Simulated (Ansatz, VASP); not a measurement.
Two plane-wave programs on InP

File INCAR:

```
PREC = Accurate
ENCUT = 520
EDIFF = 1E-6
ISMEAR = -1
SIGMA = 0.05
LREAL = F
LASPH = T
NELM = 80
ALGO = Normal
ISIF = 2
LWAVE = F
LCHARG = F
GGA = PE
IVDW = 13
NBANDS = 16
```

File KPOINTS:

```
regular mesh
0
Gamma
  8 8 8
```

File POSCAR:

```
InP
1.0
    0.0000000000      2.9879753761      2.9879753761
    2.9879753761      0.0000000000      2.9879753761
    2.9879753761      2.9879753761      0.0000000000
In P
1 1
Direct
    0.0000000000      0.0000000000      0.0000000000
    0.7500000000      0.7500000000      0.7500000000
```

The input input.yaml:

```yaml
crystal:
  lattice:
    - [0.0, 2.9879753761, 2.9879753761]
    - [2.9879753761, 0.0, 2.9879753761]
    - [2.9879753761, 2.9879753761, 0.0]
  atoms:
    - { symbol: In, position: [0.0, 0.0, 0.0] }
    - { symbol: P, position: [0.75, 0.75, 0.75] }
hamiltonian:
  xc: pbe
  pseudopotentials: { kind: paw }
  dispersion: d4
kpoints:
  mp_grid: { grid: [8, 8, 8] }
scf:
  occupations: { method: fermi_dirac, width: 0.05 }
output:
  forces: true
  stress: true
  eigenvalues: true
  write_density: true
  write_potential: true
  elf: true
  volumetric_format: npy
```

Alike in both runs: task single point; functional PBE; dispersion D4; k mesh 8 × 8 × 8; occupations fermi-dirac, width 0.05 eV; no spin polarisation.

|  | VASP | Ansatz |
| --- | --- | --- |
| version | VASP 6.6.1 | Ansatz 0.2.0 |
| potentials or method | VASP PAW PBE potentials, release 64 (In_d, P) | Ansatz PAW |
| plane-wave cutoff (eV) | 520 | 420 |
| valence electrons in the cell | 18 | 18 |

VASP gave:

- gap on the k mesh at the Fermi level (eV): 0.39
- least direct gap on the mesh (eV): 0.39
- pressure (GPa): -2.6

Task: Estimate Ansatz's values.

Result: gap on the k mesh at the Fermi level (eV): 0.40; least direct gap on the mesh (eV): 0.40; pressure (GPa): -2.5.
